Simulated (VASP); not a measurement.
A run of VASP 6.6.1:

File INCAR:

```
  ALGO = Fast
  EDIFF = 1E-6
  ENCUT = 520
  GGA = PE
  ISIF = 2
  ISMEAR = 0
  LASPH = T
  LCHARG = F
  LREAL = F
  LWAVE = F
  NBANDS = 12
  NELM = 100
  PREC = Accurate
  SIGMA = 0.1
```

File KPOINTS:

```
k-points
0
Gamma
  20 20 20
```

File POSCAR:

```
Cu
1.0
    0.0000000000      1.8149014086      1.8149014086
    1.8149014086      0.0000000000      1.8149014086
    1.8149014086      1.8149014086      0.0000000000
Cu
1
Direct
    0.0000000000      0.0000000000      0.0000000000
```

Potentials or basis: VASP PAW PBE potentials, release 64 (Cu).

Launch:

```bash
$ cat potpaw_PBE.64/Cu/POTCAR > POTCAR
$ mpirun -np 1 vasp_std > vasp.out
```

Hardware: 1 thread of Intel(R) Xeon(R) Platinum 8488C (Sapphire Rapids), with other jobs on the host.

Q: How long does it take, and how much memory?

A: It took 21 s on 1 thread of Intel(R) Xeon(R) Platinum 8488C (Sapphire Rapids) (shared host), peak memory 0.15 GiB. Counts: scf iterations 13, k points 256.
